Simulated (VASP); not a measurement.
# AlN (F-43m) in VASP: notebook

Aim: see how the results for AlN move with the level of theory and the settings. Levels: LDA, PBE. Tasks: vibrations by perturbation theory, dielectric tensor, elastic constants.

Program: VASP 6.6.1. These are calculated values, not measurements. Logs are shortened: lines on timing, memory, paths and dates and some standing lists are left out, and cuts for length are marked.

## (1) The cell of the first run

It takes space group F-43m (No. 216, cubic). The conventional cell has a = 4.368 Å, b = 4.368 Å, c = 4.368 Å, α = 90.00°, β = 90.00°, γ = 90.00°. Al (site symmetry -43m) has 4 N at 1.89 Å within 2.5 Å. N (site symmetry -43m) has 4 Al at 1.89 Å within 2.5 Å.

## (2) Vibrations by perturbation theory, LDA

The input, INCAR:

```
SYSTEM = AlN
  PREC = Accurate
  ENCUT = 520
  EDIFF = 1E-8
  ISMEAR = 0
  SIGMA = 0.01
  LREAL = .FALSE.
  LASPH = .TRUE.
  NELM = 80
  ALGO = Normal
  ISIF = 2
  LWAVE = .FALSE.
  LCHARG = .FALSE.
  NBANDS = 11
  IBRION = 8
  NSW = 1
  LEPSILON = .TRUE.
```

The input, KPOINTS:

```
Automatic mesh
0
G
  7 7 7
  0 0 0
```

The input, POSCAR:

```
AlN
1.0
    0.0000000000      2.1839935596      2.1839935596
    2.1839935596      0.0000000000      2.1839935596
    2.1839935596      2.1839935596      0.0000000000
Al N
1 1
Direct
    0.0000000000      0.0000000000      0.0000000000
    0.2500000000      0.2500000000      0.2500000000
```

Potentials or basis: VASP PAW LDA potentials, release 64 (Al, N).

On the command line:

```bash
> cat potpaw_LDA.64/Al/POTCAR potpaw_LDA.64/N/POTCAR > POTCAR
> mpirun -np 1 vasp_std > vasp.out
```

OUTCAR:

```text
SYSTEM = AlN
   PREC = Accurate
   ENCUT = 520
   EDIFF = 1E-8
   ISMEAR = 0
   LREAL = .FALSE.
   LASPH = .TRUE.
   NELM = 80
   ISIF = 2
   IBRION = 8
   NSW = 1
   LEPSILON = .TRUE.

 ion  position               nearest neighbor table
   1  0.000  0.000  0.000-   2 1.89   2 1.89   2 1.89   2 1.89
   2  0.250  0.250  0.250-   1 1.89   1 1.89   1 1.89   1 1.89

  LATTYP: Found a face centered cubic cell.
 ALAT       =     4.3679871192

  Lattice vectors:

 A1 = (   0.0000000000,   2.1839935596,   2.1839935596)
 A2 = (   2.1839935596,   0.0000000000,   2.1839935596)
 A3 = (   2.1839935596,   2.1839935596,   0.0000000000)

Analysis of symmetry for initial positions (statically):
=====================================================================
 Subroutine PRICEL returns:
 Original cell was already a primitive cell.

 Routine SETGRP: Setting up the symmetry group for a
 face centered cubic supercell.

 Subroutine GETGRP returns: Found 24 space group operations
 (whereof 24 operations were pure point group operations)
 out of a pool of 48 trial point group operations.

The static configuration has the point symmetry T_d .

Analysis of symmetry for dynamics (positions and initial velocities):
=====================================================================
 Subroutine PRICEL returns:
 Original cell was already a primitive cell.

 Routine SETGRP: Setting up the symmetry group for a
 face centered cubic supercell.

 Subroutine GETGRP returns: Found 24 space group operations
 (whereof 24 operations were pure point group operations)
 out of a pool of 48 trial point group operations.

The dynamic configuration has the point symmetry T_d .

 Subroutine INISYM returns: Found 24 space group operations
 (whereof 24 operations are pure point group operations),
 and found     1 'primitive' translations

----------------------------------------------------------------------------------------

                                     Primitive cell

  volume of cell :      20.8345

  direct lattice vectors                    reciprocal lattice vectors
     0.000000000  2.183993560  2.183993560    -0.228938404  0.228938404  0.228938404
     2.183993560  0.000000000  2.183993560     0.228938404 -0.228938404  0.228938404
     2.183993560  2.183993560  0.000000000     0.228938404  0.228938404 -0.228938404

  length of vectors
     3.088633312  3.088633312  3.088633312     0.396532948  0.396532948  0.396532948

  position of ions in fractional coordinates (direct lattice)
     0.000000000  0.000000000  0.000000000
     0.250000000  0.250000000  0.250000000

  ion indices of the primitive-cell ions
   primitive index   ion index
                 1           1
                 2           2

----------------------------------------------------------------------------------------

 KPOINTS: Automatic mesh

Automatic generation of k-mesh.
 Grid dimensions read from file:
 generate k-points for:    7    7    7

 Generating k-lattice:

[... 421 lines left out ...]

 Free energy of the ion-electron system (eV)
  ---------------------------------------------------
  ---------------------------------------------------
  free energy    TOTEN  =        -0.22253715 eV

  energy without entropy =       -0.22253715

------------------------ aborting loop because EDIFF is reached ----------------------------------------

--------------------------------------- Ionic step        2  -------------------------------------------

------------------------ aborting loop because EDIFF is reached ----------------------------------------

--------------------------------------- Ionic step        3  -------------------------------------------

------------------------ aborting loop because EDIFF is reached ----------------------------------------

 PIEZOELECTRIC TENSOR FIELD DIRECTION 3  (e Angst)
 -----------------------------------------------------------------------------
    -0.00035 -0.80170  0.00000           ( -0.00000 -0.00940  0.00000)
    -0.80170 -0.00035  0.00000           ( -0.00940 -0.00000  0.00000)
     0.00000  0.00000  0.00025           (  0.00000  0.00000 -0.00000)

 PIEZOELECTRIC TENSOR FIELD DIRECTION 3  (C/m^2)
 -----------------------------------------------------------------------------
    -0.00027 -0.61651  0.00000
    -0.61651 -0.00027  0.00000
     0.00000  0.00000  0.00019

--------------------------------------- Ionic step        4  -------------------------------------------

------------------------ aborting loop because EDIFF is reached ----------------------------------------

[... ionic steps 5 to 6 ...]

--------------------------------------- Ionic step        7  -------------------------------------------

 Free energy of the ion-electron system (eV)
  ---------------------------------------------------
  ---------------------------------------------------
  free energy    TOTEN  =        -0.23437471 eV

  energy without entropy =       -0.23437471

------------------------ aborting loop because EDIFF is reached ----------------------------------------

 INTERNAL STRAIN TENSOR  FOR ION    2  DIRECTION 1   (eV/Angst):
 -----------------------------------------------------------------------------
    -0.01372  0.00000  0.00000
     0.00000  0.00740 -8.68561
     0.00000 -8.68561  0.00740

 MACROSCOPIC STATIC DIELECTRIC TENSOR (including local field effects in DFT)
 ------------------------------------------------------
           4.612328     0.000000     0.000000
          -0.000000     4.612328     0.000000
           0.000000     0.000000     4.612328
 ------------------------------------------------------

 PIEZOELECTRIC TENSOR (including local field effects)  for field in x, y, z        (e  Angst)
          XX          YY          ZZ          XY          YZ          ZX
  --------------------------------------------------------------------------------
  x     0.00000    -0.00000    -0.00000     0.00000    -0.80098     0.00000
  y    -0.00000     0.00000    -0.00000     0.00000     0.00000    -0.80098
  z    -0.00000    -0.00000     0.00000    -0.80098     0.00000     0.00000

 PIEZOELECTRIC TENSOR (including local field effects)  for field in x, y, z        (C/m^2)
          XX          YY          ZZ          XY          YZ          ZX
  --------------------------------------------------------------------------------
  x     0.00000    -0.00000    -0.00000     0.00000    -0.61595     0.00000
  y    -0.00000     0.00000    -0.00000     0.00000     0.00000    -0.61595
  z    -0.00000    -0.00000     0.00000    -0.61595     0.00000     0.00000

 BORN EFFECTIVE CHARGES (including local field effects) (in |e|, cummulative output)
 ---------------------------------------------------------------------------------
 ion    1
    1     2.53574     0.00000    -0.00000
    2     0.00000     2.53574     0.00000
    3     0.00000     0.00000     2.53574
 ion    2
    1    -2.53574     0.00000     0.00000
    2     0.00000    -2.53574     0.00000
    3    -0.00000    -0.00000    -2.53574

 INTERNAL STRAIN TENSOR FOR ION    2 for displacements in x,y,z  (eV/Angst):
          X           Y           Z          XY          YZ          ZX
  --------------------------------------------------------------------------------
  x    -0.00000     0.00000     0.00000     0.00000    -8.68561     0.00000
  y     0.00000    -0.00000     0.00000     0.00000     0.00000    -8.68561
  z     0.00000     0.00000    -0.00000    -8.68561     0.00000     0.00000

 SECOND DERIVATIVES (NOT SYMMETRIZED)
 ------------------------------------
               1X          1Y          1Z          2X          2Y          2Z
  1X   -14.475496    0.000000    0.000000   14.475496    0.000000    0.000000
  1Y     0.000000  -14.475496    0.000000    0.000000   14.475496    0.000000
  1Z     0.000000    0.000000  -14.475496    0.000000    0.000000   14.475496
  2X    14.480020    0.000000    0.000000  -14.480020    0.000000    0.000000
  2Y     0.000000   14.480020    0.000000    0.000000  -14.480020    0.000000
  2Z     0.000000    0.000000   14.480020    0.000000    0.000000  -14.480020

 Eigenvectors and eigenvalues of the dynamical matrix
 ----------------------------------------------------

   1 f  =   19.592965 THz   123.106229 2PiTHz  653.550962 cm-1    81.029956 meV
             X         Y         Z           dx          dy          dz
      0.000000  0.000000  0.000000    -0.584438   -0.000000    0.000000
      1.091997  1.091997  1.091997     0.811439   -0.000000    0.000000
[... 21 lines left out ...]
   6 f/i=    0.001452 THz     0.009122 2PiTHz    0.048425 cm-1     0.006004 meV
             X         Y         Z           dx          dy          dz
      0.000000  0.000000  0.000000     0.793456    0.160762   -0.054911
      1.091997  1.091997  1.091997     0.571486    0.115789   -0.039550

--------------------------------------------------------------------------------------------------------

 MACROSCOPIC STATIC DIELECTRIC TENSOR IONIC CONTRIBUTION
 ------------------------------------------------------
           3.857358    -0.000000     0.000000
          -0.000000     3.857358     0.000000
           0.000000     0.000000     3.857358
 ------------------------------------------------------

 ELASTIC MODULI CONTR FROM IONIC RELAXATION (kBar)
 Direction    XX          YY          ZZ          XY          YZ          ZX
 --------------------------------------------------------------------------------
 XX          -0.0000      0.0000      0.0000      0.0000     -0.0000     -0.0000
 YY           0.0000     -0.0000      0.0000      0.0000      0.0000     -0.0000
 ZZ           0.0000      0.0000     -0.0000     -0.0000      0.0000     -0.0000
 XY           0.0000      0.0000     -0.0000   -379.8529     -0.0000     -0.0000
 YZ          -0.0000      0.0000      0.0000     -0.0000   -379.8529      0.0000
 ZX          -0.0000     -0.0000     -0.0000     -0.0000      0.0000   -379.8529
 --------------------------------------------------------------------------------

 PIEZOELECTRIC TENSOR IONIC CONTR  for field in x, y, z        (C/m^2)
          XX          YY          ZZ          XY          YZ          ZX
  --------------------------------------------------------------------------------
  x     0.00000    -0.00000    -0.00000     0.00000     1.13900    -0.00000
  y     0.00000     0.00000     0.00000     0.00000    -0.00000     1.13900
  z    -0.00000    -0.00000     0.00000     1.13900     0.00000     0.00000
```

It took 55 s on 1 thread of Intel Xeon 6975P-C, shared host; peak memory 0.16 GiB.

What came out:

| Property | Result |
| --- | --- |
| Electronic dielectric tensor (diagonal) | 4.61 |
| Born charges (mean of the diagonal) | Al +2.54; N -2.54 e |
| Highest phonon frequency at Γ, LO-TO splitting left out | 654 cm⁻¹ |

Phonon frequencies in cm⁻¹ (negative: imaginary):
```
              q point        frequencies
(0.000, 0.000, 0.000)  0 0 0 654 654 654
```

Electronic dielectric tensor:
```
4.61 0.00 0.00
0.00 4.61 0.00
0.00 0.00 4.61
```

Born effective charge tensors (e):
atom 1, Al
```
2.54 0.00 0.00
0.00 2.54 0.00
0.00 0.00 2.54
```
atom 2, N
```
-2.54  0.00  0.00
 0.00 -2.54  0.00
 0.00  0.00 -2.54
```

Caveat: the cell wasn't relaxed at this level first, which shifts response properties.

## (3) Dielectric tensor, PBE

The input, INCAR:

```
SYSTEM = AlN
  PREC = Accurate
  ENCUT = 520
  EDIFF = 1E-8
  ISMEAR = 0
  SIGMA = 0.01
  LREAL = .False.
  LASPH = .True.
  NELM = 100
  ALGO = Normal
  ISIF = 2
  LWAVE = .False.
  LCHARG = .False.
  GGA = PE
  LEPSILON = .True.
```

The input, KPOINTS:

```
Automatic mesh
0
Gamma
  10 10 10
  0 0 0
```

POSCAR is that of step 2.

Potentials or basis: VASP PAW PBE potentials, release 64 (Al, N).

On the command line:

```bash
> cat potpaw_PBE.64/Al/POTCAR potpaw_PBE.64/N/POTCAR > POTCAR
> mpirun -np 1 vasp_std > vasp.out
```

OUTCAR:

```text
SYSTEM = AlN
   PREC = Accurate
   ENCUT = 520
   EDIFF = 1E-8
   ISMEAR = 0
   LREAL = .False.
   LASPH = .True.
   NELM = 100
   ISIF = 2
   GGA = PE
   LEPSILON = .True.

 ion  position               nearest neighbor table
   1  0.000  0.000  0.000-   2 1.89   2 1.89   2 1.89   2 1.89
   2  0.250  0.250  0.250-   1 1.89   1 1.89   1 1.89   1 1.89

  LATTYP: Found a face centered cubic cell.
 ALAT       =     4.3679871192

  Lattice vectors:

 A1 = (   0.0000000000,   2.1839935596,   2.1839935596)
 A2 = (   2.1839935596,   0.0000000000,   2.1839935596)
[... 511 lines left out ...]
 -----------------------------------------------------------------------------
    -0.00032 -0.62112  0.00000
    -0.62112 -0.00032  0.00000
     0.00000  0.00000  0.00033

 MACROSCOPIC STATIC DIELECTRIC TENSOR (including local field effects in DFT)
 ------------------------------------------------------
           4.576741     0.000000    -0.000000
           0.000000     4.576741     0.000000
          -0.000000     0.000000     4.576741
 ------------------------------------------------------

 PIEZOELECTRIC TENSOR (including local field effects)  for field in x, y, z        (e  Angst)
          XX          YY          ZZ          XY          YZ          ZX
  --------------------------------------------------------------------------------
  x    -0.00000    -0.00000    -0.00000     0.00000    -0.80742     0.00000
  y     0.00000    -0.00000    -0.00000     0.00000     0.00000    -0.80742
  z    -0.00000    -0.00000     0.00000    -0.80742     0.00000     0.00000

 PIEZOELECTRIC TENSOR (including local field effects)  for field in x, y, z        (C/m^2)
          XX          YY          ZZ          XY          YZ          ZX
  --------------------------------------------------------------------------------
  x    -0.00000    -0.00000    -0.00000     0.00000    -0.62091     0.00000
  y     0.00000    -0.00000    -0.00000     0.00000     0.00000    -0.62091
  z    -0.00000    -0.00000     0.00000    -0.62091     0.00000     0.00000

 BORN EFFECTIVE CHARGES (including local field effects) (in |e|, cummulative output)
 ---------------------------------------------------------------------------------
 ion    1
    1     2.53381     0.00000     0.00000
    2    -0.00000     2.53381     0.00000
    3     0.00000    -0.00000     2.53381
 ion    2
    1    -2.53381    -0.00000    -0.00000
    2     0.00000    -2.53381    -0.00000
    3     0.00000     0.00000    -2.53381
```

OSZICAR:

```text
N       E                     dE             d eps       ncg     rms          rms(c)
DAV:   1     0.110576751482E+02    0.11058E+02   -0.41477E+03   800   0.840E+02
DAV:   2    -0.166627984882E+02   -0.27720E+02   -0.25990E+02  1008   0.144E+02
DAV:   3    -0.172191308950E+02   -0.55633E+00   -0.55633E+00   920   0.263E+01
[... 12 lines left out ...]
RMM:   5    -0.226561436087E+00   -0.24034E-02   -0.10105E-04  4554   0.999E-02    0.103E-02
RMM:   6    -0.226696284353E+00   -0.13485E-03   -0.16128E-06  4830   0.126E-02    0.447E-03
RMM:   7    -0.226824189731E+00   -0.12791E-03   -0.59659E-07  4676   0.783E-03    0.333E-04
RMM:   8    -0.226824039144E+00    0.15059E-06   -0.80682E-09  4964   0.551E-04    0.124E-04
RMM:   9    -0.226824308887E+00   -0.26974E-06   -0.23707E-09  4234   0.335E-04    0.123E-05
RMM:  10    -0.226824337137E+00   -0.28250E-07    0.12085E-12  2723   0.380E-05    0.388E-06
```

stdout:

```text
POSCAR found type information on POSCAR AlN
 POSCAR found :  2 types and       2 ions
 scaLAPACK will be used
 LDA part: xc-table for (Slater+PW92), standard interpolation
 POSCAR, INCAR and KPOINTS ok, starting setup
 FFT: planning ... GRIDC
 FFT: planning ... GRID_SOFT
 FFT: planning ... GRID
 WAVECAR not read
 entering main loop
 Linear response reoptimize wavefunctions to high precision
 Linear response G [H, r] |phi>, progress :
  Direction:   1
 Linear response G [H, r] |phi>, progress :
  Direction:   2
 Linear response G [H, r] |phi>, progress :
  Direction:   3
 Linear response to external field (no local field effect), progress :
  Direction:   1
 dielectric tensor                  component  1 :     5.434     1.704     0.330
 Linear response to external field (no local field effect), progress :
  Direction:   2
 dielectric tensor                  component  2 :     1.704     5.225    -0.325
 Linear response to external field (no local field effect), progress :
  Direction:   3
 dielectric tensor                  component  3 :     0.330    -0.326     3.505
 Linear response to external field, progress :
  Direction:   1
 dielectric tensor                  component  1 :     4.577     0.678     0.379
 Linear response to external field, progress :
  Direction:   2
 dielectric tensor                  component  2 :     0.533     4.577     0.437
 Linear response to external field, progress :
  Direction:   3
 dielectric tensor                  component  3 :     0.428     0.629     4.577
 Born effective charges drift removed
```

Wall time 70 s (1 thread of Intel Xeon 6975P-C, shared host); peak memory 0.2 GiB.

Results:

| Item | Value |
| --- | --- |
| Band gap on the k mesh | 3.32 eV, indirect (least direct gap 4.20 eV) |
| Electronic dielectric tensor (diagonal) | 4.58 |
| Born charges (mean of the diagonal) | Al +2.53; N -2.53 e |

Electronic dielectric tensor:
```
4.58 0.00 0.00
0.00 4.58 0.00
0.00 0.00 4.58
```

Born effective charge tensors (e):
atom 1, Al
```
2.53 0.00 0.00
0.00 2.53 0.00
0.00 0.00 2.53
```
atom 2, N
```
-2.53  0.00  0.00
 0.00 -2.53  0.00
 0.00  0.00 -2.53
```

A k mesh can miss the band edges. As with any semilocal functional, this PBE gap is likely too small.

## (4) Elastic constants, LDA

The input, INCAR:

```
SYSTEM = AlN
PREC = Accurate ; ENCUT = 600
EDIFF = 1E-8 ; ISMEAR = 0
SIGMA = 0.01 ; LREAL = .False.
LASPH = .True. ; NELM = 100
ALGO = Normal ; ISIF = 3
LWAVE = .False. ; LCHARG = .False.
GGA = CA ; NBANDS = 11
IBRION = 6 ; NFREE = 2
POTIM = 0.015 ; NSW = 1
```

The input, KPOINTS:

```
Automatic mesh
0
Gamma
  7 7 7
  0 0 0
```

POSCAR is that of step 3.

Potentials or basis: VASP PAW LDA potentials, release 64 (Al, N).

On the command line:

```bash
> cat potpaw_LDA.64/Al/POTCAR potpaw_LDA.64/N/POTCAR > POTCAR
> mpirun -np 1 vasp_std > vasp.out
```

It took 2.9 min on 1 thread of Intel Xeon 6975P-C, shared host; peak memory 0.18 GiB.

It converged, with:

```
Elastic constants C11, C12, C44                         : 292, 157, 184 GPa
Voigt bulk modulus                                      : 202 GPa
Highest phonon frequency at Γ, LO-TO splitting left out : 653 cm⁻¹
```

Phonon frequencies in cm⁻¹ (negative: imaginary):
```csv
q point,frequencies
"(0.000, 0.000, 0.000)",0 0 0 653 653 653
```

Elastic tensor in Voigt notation (GPa, in the Cartesian axes of the cell as first typed):
```
292 157 157   0   0   0
157 292 157   0   0   0
157 157 292   0   0   0
  0   0   0 184   0   0
  0   0   0   0 184   0
  0   0   0   0   0 184
```

Clamped-ion elastic tensor (GPa):
```
292 157 157   0   0   0
157 292 157   0   0   0
157 157 292   0   0   0
  0   0   0 225   0   0
  0   0   0   0 225   0
  0   0   0   0   0 225
```

Caveat: the cell is under stress, which shifts elastic constants.

(Part 1 of 2 ends here.)
